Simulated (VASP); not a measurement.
# Be4H7 (Cmmm) in VASP: notebook, part 2 of 2

VASP 6.6.1.

## Step 3: Single point, PBE

This run uses another cell than the first one, of 13.61 Å³/atom.

File INCAR:

```
PREC = Accurate ; ENCUT = 600
EDIFF = 1E-6 ; ISMEAR = 0
SIGMA = 0.1 ; LREAL = False
LASPH = True ; NELM = 120
ALGO = Normal ; ISIF = 2
LWAVE = False ; LCHARG = False
GGA = PE ; NBANDS = 18
GGA_COMPAT = False
```

File KPOINTS:

```
Automatic mesh
0
Gamma
  10 10 8
```

File POSCAR:

```
Be4H7
1.0
    2.1657833726     -7.4080515216      0.0000000000
    2.1657833726      7.4080515216      0.0000000000
    0.0000000000      0.0000000000      4.6650196198
Be H
4 7
Direct
    0.0902949138      0.9097050862      0.5000000000
    0.9097050862      0.0902949138      0.5000000000
    0.1916509373      0.8083490627      0.0000000000
    0.8083490627      0.1916509373      0.0000000000
    0.0000000000      0.0000000000      0.5000000000
    0.1330333696      0.8669666304      0.7615328756
    0.1330333696      0.8669666304      0.2384671244
    0.8669666304      0.1330333696      0.7615328756
    0.8669666304      0.1330333696      0.2384671244
    0.0000000000      0.5000000000      0.0000000000
    0.5000000000      0.0000000000      0.0000000000
```

Potentials or basis: VASP PAW PBE potentials, release 64 (Be, H).

On the command line:

```
$ cat potpaw_PBE.64/Be/POTCAR potpaw_PBE.64/H/POTCAR > POTCAR
$ mpirun -np 1 vasp_std > vasp.out
```

OUTCAR:

```text
PREC = Accurate
   ENCUT = 600
   EDIFF = 1E-6
   ISMEAR = 0
   LREAL = False
   LASPH = True
   NELM = 120
   ISIF = 2
   GGA = PE

 ion  position               nearest neighbor table
   1  0.090  0.910  0.500-   5 1.34   6 1.37   7 1.37
   2  0.910  0.090  0.500-   5 1.34   8 1.37   9 1.37
   3  0.192  0.808  0.000-  10 1.39  11 1.39   6 1.41   7 1.41
   4  0.808  0.192  0.000-  10 1.39  11 1.39   8 1.41   9 1.41
   5  0.000  0.000  0.500-   1 1.34   2 1.34
   6  0.133  0.867  0.762-   1 1.37   3 1.41
   7  0.133  0.867  0.238-   1 1.37   3 1.41
   8  0.867  0.133  0.762-   2 1.37   4 1.41
   9  0.867  0.133  0.238-   2 1.37   4 1.41
  10  0.000  0.500  0.000-   3 1.39   4 1.39
  11  0.500  0.000  0.000-   3 1.39   4 1.39

  LATTYP: Found a base centered orthorhombic cell.
 ALAT       =     4.3315667452
 B/A-ratio  =     3.4204951498
 C/A-ratio  =     1.0769820470

  Lattice vectors:

 A1 = (   2.1657833726,  -7.4080515216,   0.0000000000)
 A2 = (   2.1657833726,   7.4080515216,   0.0000000000)
 A3 = (   0.0000000000,   0.0000000000,   4.6650196198)

Analysis of symmetry for initial positions (statically):
=====================================================================
 Subroutine PRICEL returns:
 Original cell was already a primitive cell.

 Routine SETGRP: Setting up the symmetry group for a
 base centered orthorhombic supercell.

 Subroutine GETGRP returns: Found  8 space group operations
 (whereof  8 operations were pure point group operations)
 out of a pool of  8 trial point group operations.

The static configuration has the point symmetry D_2h.

Analysis of symmetry for dynamics (positions and initial velocities):
=====================================================================
 Subroutine PRICEL returns:
 Original cell was already a primitive cell.

 Routine SETGRP: Setting up the symmetry group for a
 base centered orthorhombic supercell.

 Subroutine GETGRP returns: Found  8 space group operations
 (whereof  8 operations were pure point group operations)
 out of a pool of  8 trial point group operations.

The dynamic configuration has the point symmetry D_2h.

 Subroutine INISYM returns: Found  8 space group operations
 (whereof  8 operations are pure point group operations),
 and found     1 'primitive' translations

----------------------------------------------------------------------------------------

                                     Primitive cell

  volume of cell :     149.6933

  direct lattice vectors                    reciprocal lattice vectors
     2.165783373 -7.408051522  0.000000000     0.230863348 -0.067494131  0.000000000
     2.165783373  7.408051522  0.000000000     0.230863348  0.067494131  0.000000000
     0.000000000  0.000000000  4.665019620     0.000000000  0.000000000  0.214361371

  length of vectors
     7.718150359  7.718150359  4.665019620     0.240527219  0.240527219  0.214361371

  position of ions in fractional coordinates (direct lattice)
     0.090294914  0.909705086  0.500000000
     0.909705086  0.090294914  0.500000000
     0.191650937  0.808349063  0.000000000
[... 76 lines left out ...]
   k-points           NKPTS =    155   k-points in BZ     NKDIM =    155   number of bands    NBANDS=     18
   number of dos      NEDOS =    301   number of ions     NIONS =     11
   total plane-waves  NPLWV = 163840
   dimension x,y,z NGX =    64 NGY =   64 NGZ =   40
   dimension x,y,z NGXF=   128 NGYF=  128 NGZF=   80
   ions per type =               4   7
   NGX,Y,Z   is equivalent  to a cutoff of  13.79, 13.79, 14.25 a.u.
   NGXF,Y,Z  is equivalent  to a cutoff of  27.57, 27.57, 28.51 a.u.
 SYSTEM =  unknown system
   PREC   = accura    normal or accurate (medium, high low for compatibility)
   ISTART =      0    job   : 0-new  1-cont  2-samecut
   ICHARG =      2    charge: 1-file 2-atom 10-const
   ISPIN  =      1    spin polarized calculation?
   LNONCOLLINEAR =      F non collinear calculations
   LSORBIT =      F    spin-orbit coupling
   LASPH  =      T    aspherical Exc in radial PAW
   ENCUT  =  600.0 eV  44.10 Ry    6.64 a.u.  15.42 15.42  9.32*2*pi/ulx,y,z
   NELM   =    120;   NELMIN=  2; NELMDL= -5     # of ELM steps
   EDIFF  = 0.1E-05   stopping-criterion for ELM
   LREAL  =      F    real-space projection
   EDIFFG = 0.1E-04   stopping-criterion for IOM
   NSW    =      0    number of steps for IOM
   IBRION =     -1    ionic relax: 0-MD 1-quasi-New 2-CG
   NFREE  =      0    steps in history (QN), initial steepest desc. (CG)
   ISIF   =      2    stress and relaxation
   ISYM   =      2    0-nonsym 1-usesym 2-fastsym
   POTIM  = 0.5000    time-step for ionic-motion
   TEBEG  =    0.0;   TEEND  =   0.0 temperature during run
   PSTRESS=    0.0 pullay stress
   NELECT =      15.0000    total number of electrons
   NUPDOWN=      -1.0000    fix difference up-down
   EMIN   =  10.00;   EMAX   =-10.00  energy-range for DOS
   EFERMI =   0.00;   METHOD = LEGACY
   ISMEAR =     0;   SIGMA  =   0.10  broadening in eV -4-tet -1-fermi 0-gaus
   EFERMI_NEDOS =   21; number of points for ismear=-14 and -15
   IALGO  =     38    algorithm
   IMIX   =      4    mixing-type and parameters
     AMIX     =   0.40;   BMIX     =  1.00
     AMIX_MAG =   1.60;   BMIX_MAG =  1.00
  volume/ion in A,a.u.               =      13.61        91.83
  Fermi-wavevector in a.u.,A,eV,Ry     =   0.760392  1.436933  7.866842  0.578197
  Thomas-Fermi vector in A             =   1.859400
   LORBIT       =      0    0 simple, 1 ext, 2 COOP (PROOUT), +10 PAW based schemes
   GGA     = PE    functional components
   LHFCALC =     F    Hartree Fock is set to
   AEXX    =    0.0000 exact exchange contribution
   IVDW    =     0    specifies the selected vdW correction
   LEPSILON=     F    determine dielectric tensor
   LRPA    =     F    only Hartree local field effects (RPA)
 non-spin polarized calculation
 Gauss-broadening in eV      SIGMA  =   0.10
  energy-cutoff  :      600.00
  volume of cell :      149.69
 maximum number of plane-waves:      5034
 NGX is ok and might be reduce to    64
   NGX = 31   NGY = 31   NGZ = 19

 number of electron      14.9999998 magnetization

 Free energy of the ion-electron system (eV)
  ---------------------------------------------------
  ext. energy  EPLUGINS =         0.00000000
  ---------------------------------------------------
  free energy    TOTEN  =       -36.21686630 eV

  energy without entropy =      -36.21324575  energy(sigma->0) =      -36.21505603

 E-fermi :   0.4431     XC(G=0):  -6.1721

 val. band max:        0.4318397124   @ k =   0.3000  -0.0000   0.5000
 cond. band min:       0.4505930101   @ k =   0.2000   0.1000   0.5000
 fundamental gap:      0.0187532977
 Fermi energy:         0.4430623636

 k-point     1 :       0.0000    0.0000    0.0000
  band No.  band energies     occupation
      1      -9.4519      2.00000
      2      -7.8791      2.00000
      3      -7.5232      2.00000
      4      -5.6713      2.00000
      5      -5.4808      2.00000
      6      -5.2966      2.00000
[... 481 lines left out ...]
      5      -5.4674      2.00000
      6      -5.4240      2.00000
[... 10 lines left out ...]
     17       5.7628      0.00000
     18       6.0454      0.00000

 [... further k-points ...]

------------------------ aborting loop because EDIFF is reached ----------------------------------------

  FORCE on cell =-STRESS in cart. coord.  units (eV):
  Direction    XX          YY          ZZ          XY          YZ          ZX
  --------------------------------------------------------------------------------------
  -------------------------------------------------------------------------------------
  Total        0.0149732      0.0395074      0.0355030     -0.0000000      0.0000000      0.0000000
  in kB        0.1602596      0.4228499      0.3799914     -0.0000000      0.0000000      0.0000000
  external PRESSURE =       0.3210336 kB  Pullay stress =       0.0000000 kB

 VOLUME and BASIS-vectors are now :
 -----------------------------------------------------------------------------
  energy-cutoff  :      600.00
  volume of cell :      149.69
      direct lattice vectors                 reciprocal lattice vectors
     2.165783373 -7.408051522  0.000000000     0.230863348 -0.067494131  0.000000000
     2.165783373  7.408051522  0.000000000     0.230863348  0.067494131  0.000000000
     0.000000000  0.000000000  4.665019620     0.000000000  0.000000000  0.214361371

 POSITION                                       TOTAL-FORCE (eV/Angst)
 -----------------------------------------------------------------------------------
      2.16578      6.07023      2.33251         0.000000     -0.002714      0.000000
      2.16578     -6.07023      2.33251         0.000000      0.002714      0.000000
      2.16578      4.56853      0.00000         0.000000     -0.001569      0.000000
      2.16578     -4.56853      0.00000         0.000000      0.001569      0.000000
      0.00000      0.00000      2.33251         0.000000     -0.000000      0.000000
      2.16578      5.43702      3.55257         0.000000      0.002956     -0.000181
      2.16578      5.43702      1.11245         0.000000      0.002956      0.000181
      2.16578     -5.43702      3.55257         0.000000     -0.002956     -0.000181
      2.16578     -5.43702      1.11245         0.000000     -0.002956      0.000181
      1.08289      3.70403      0.00000         0.000000      0.000000      0.000000
      1.08289     -3.70403      0.00000         0.000000     -0.000000      0.000000
 -----------------------------------------------------------------------------------
    total drift:                               -0.000000      0.000000     -0.000000

  FREE ENERGIE OF THE ION-ELECTRON SYSTEM (eV)
  ---------------------------------------------------
  free  energy   TOTEN  =       -36.2168663000 eV

  energy  without entropy=      -36.2132457506  energy(sigma->0) =      -36.21505603
```

Wall time 8.3 min (1 thread of Oxide Virtual Turin-like, shared host); peak memory 0.64 GiB.

Results:

* Free energy: -36.2169 eV
* Pressure: 0.0 GPa
* Band gap on the k mesh: zero (an odd number of electrons rules out a gap without spin polarisation)

Forces on the atoms (eV/Å):
```
Be   0.000 -0.003  0.000
Be   0.000  0.003  0.000
Be   0.000 -0.002  0.000
Be   0.000  0.002  0.000
H    0.000  0.000  0.000
H    0.000  0.003  0.000
H    0.000  0.003  0.000
H    0.000 -0.003  0.000
H    0.000 -0.003  0.000
H    0.000  0.000  0.000
H    0.000  0.000  0.000
```

Levels at points of the mesh, in eV from the Fermi level:
```tsv
k point	band 4	band 5	band 6	band 7	band 8	band 9	band 10	band 11
(0.00, 0.00, 0.00)	-6.11	-5.92	-5.74	-5.21	1.14	1.42	1.68	2.17
(0.50, 0.00, 0.00)	-6.49	-5.98	-5.93	-5.80	-1.00	0.43	2.21	2.27
(0.50, 0.50, 0.00)	-6.69	-5.98	-5.89	-5.21	1.57	1.58	1.82	2.04
(0.00, 0.00, 0.50)	-7.08	-6.35	-6.33	-5.16	1.79	2.19	2.62	2.69
(0.50, 0.00, 0.50)	-7.10	-6.27	-6.16	-6.12	-0.55	0.80	2.26	2.32
(0.50, 0.50, 0.50)	-7.41	-6.15	-6.05	-5.16	1.33	1.67	1.89	3.07
```

Caveat: an odd number of electrons without spin polarisation forces a metal; a magnetic or distorted state may lie lower.

The gap in the log of VASP goes by the Fermi energy; the results here count the filled bands.